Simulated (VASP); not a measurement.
Here is a VASP 6.6.1 calculation.

INCAR

```
SYSTEM = N
PREC = Accurate ; ENCUT = 520
EDIFF = 1E-6 ; ISMEAR = -1
SIGMA = 0.02 ; LREAL = Auto
LASPH = .TRUE. ; NELM = 60
ALGO = Normal ; ISIF = 2
LWAVE = .FALSE. ; LCHARG = .TRUE.
GGA = PE ; IVDW = 12
LELF = .TRUE. ; LVHAR = .TRUE.
NBANDS = 78
```

The input KPOINTS:

```
Automatic mesh
0
G
  1 1 1
  0 0 0
```

POSCAR

```
N
1.0
    8.8620950000      0.0000000000      0.0000000000
    0.0000000000      8.8620950000      0.0000000000
    0.0000000000      0.0000000000      8.8620950000
N
24
Direct
    0.4871991446      0.9706708605      0.0047173892
    0.5835999373      1.0367678889      0.0471365659
    0.6218225634      0.6770221947      0.7874354862
    0.5878965315      0.7201096614      0.6758493345
    0.6239589013      0.4308031994      0.1007332030
    0.7478152269      0.4415981268      0.1004139363
    0.1098518490      0.6317091739      0.0755939929
    0.0993844552      0.6928200072     -0.0321979847
    0.1431126317      0.9829220253      0.6069677466
    0.2360884469      0.9177661421      0.6577374085
    0.3638807454      0.2992882990      0.4185663449
    0.3691871421      0.2353787522      0.3120243681
    0.9922621594      0.1695912399      0.2434167574
    1.0320532264      0.0874808919      0.1589521398
    0.8444781665      0.1956001624      0.8047574876
    0.9583572320      0.2432959509      0.8195334005
    0.3658014264      0.7859493775      0.3229561101
    0.4205496738      0.6744308254      0.3282378461
    0.9218125836      0.4763442170      0.4949531587
    0.8056195567      0.4325900422      0.4879795956
    0.8212340732      0.8293715488      0.3772141628
    0.7869635755      0.7954099264      0.2626016862
    0.3821435368      0.2823905280      0.7973066305
    0.3411294145      0.3951907581      0.8297376333
```

Potentials or basis: VASP PAW PBE potentials, release 64 (N).

Launch:

```bash
$ cat potpaw_PBE.64/N/POTCAR > POTCAR
$ mpirun -np 1 vasp_gam > vasp.out
```

Problem. What does it give for the dispersion energy per atom?

Solution. -0.040 eV.

Problem. Estimate the pressure.

Solution. 1.5 GPa.

Forces on the atoms (eV/Å):
```
N   -1.347 -0.926 -0.590
N    1.349  0.922  0.594
N    0.481 -0.607  1.571
N   -0.476  0.611 -1.575
N   -1.745 -0.151  0.001
N    1.744  0.155 -0.004
N    0.144 -0.851  1.500
N   -0.161  0.854 -1.509
N   -1.283  0.904 -0.703
N    1.286 -0.905  0.706
N   -0.074  0.894  1.488
N    0.079 -0.892 -1.481
N   -0.555  1.156  1.188
N    0.568 -1.163 -1.194
N   -1.603 -0.674 -0.212
N    1.599  0.668  0.210
N   -0.770  1.557 -0.073
N    0.765 -1.557  0.072
N    1.629  0.609  0.096
N   -1.622 -0.611 -0.099
N    0.483  0.476  1.609
N   -0.481 -0.473 -1.597
N    0.573 -1.593 -0.456
N   -0.581  1.596  0.457
```

Caveat: the k points lie up to 0.71 Å⁻¹ apart; the standard files for N, O and F lose accuracy on very short bonds.
